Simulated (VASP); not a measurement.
Mn3Sb, 8 atoms in the cell. Symmetry: Fm-3m, No. 225, cubic system. The conventional cell has a = 5.988 Å, b = 5.988 Å, c = 5.988 Å, α = 90.00°, β = 90.00°, γ = 90.00°. Mn (site symmetry -43m) has 4 Sb at 2.59 Å and 10 Mn at 2.59 to 2.99 Å within 3.4 Å. Within 3.4 Å of Mn (site symmetry m-3m) lie 8 Mn at 2.59 Å and 6 Sb at 2.99 Å. Sb (site symmetry m-3m) has 14 Mn at 2.59 to 2.99 Å within 3.4 Å. 

| Property | Result |
| --- | --- |
| Program | VASP 6.6.1 |
| Task | single point |
| Functional | PBEsol |
| Potentials or basis | VASP PAW PBE potentials, release 64 (Mn_pv, Sb) |
| Cutoff | 520 eV |
| k mesh | 3 × 6 × 6 |
| Occupations | fermi-dirac, width 0.1 eV |
| Spin | collinear spin, antiferromagnetic start |
| Starting moments | [3.2, 3.2, 3.2, -3.2, -3.2, -3.2, 0.0, 0.0] μB |
| Dipole correction | no |
| Further INCAR settings | ALGO = Normal; EDIFF = 1e-06; NBANDS = 58 |

Potentials or basis: VASP PAW PBE potentials, release 64 (Mn_pv, Sb).

The run is started by

```bash
$ cat potpaw_PBE.64/Mn_pv/POTCAR potpaw_PBE.64/Sb/POTCAR > POTCAR
$ mpirun -np 1 vasp_std > vasp.out
```

Hardware: 1 thread of Intel(R) Xeon(R) 6975P-C (Granite Rapids) (shared host).

Problem. How long does it take, and how much memory?

Solution. Run time: 3.8 min on 1 thread of Intel(R) Xeon(R) 6975P-C (Granite Rapids), on a shared host, peak memory 0.38 GiB. Counts: scf iterations 27, k points 16.
